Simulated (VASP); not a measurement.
Crystal: AlN.

```
Al N
1.0
     3.11300    0.00000    0.00000
    -1.55650    2.69594    0.00000
     0.00000    0.00000    4.98100
Al N
2 2
Cartesian
  0.0000 1.7973 0.0000
  1.5565 0.8986 2.4905
  0.0000 1.7973 1.8928
  1.5565 0.8986 4.3833
```

Base run:

- Program: VASP 6.6.1
- Functional: PBE
- Potentials or basis: VASP PAW PBE potentials, release 64 (Al, N)
- Cutoff: 600 eV
- k mesh: 7 × 7 × 4
- Occupations: gaussian, width 0.01 eV
- Spin: no spin polarisation

Its results: band gap on the k mesh 4.22 eV; pressure 3.3 GPa; largest force 0.129 eV/Å.

**Question.** The run is repeated on the same cell with these changes: functional from PBE to PBEsol. What comes out?

**Answer.** Band gap on the k mesh 4.15 eV; pressure 0.0 GPa; largest force 0.132 eV/Å.

PBEsol binds more tightly than PBE, so the same cell stands under less pressure.

Caveats: the cell stands under pressure (at least some runs); the PAW data sets were made with another functional, which shifts forces and pressure a little (at least some runs).

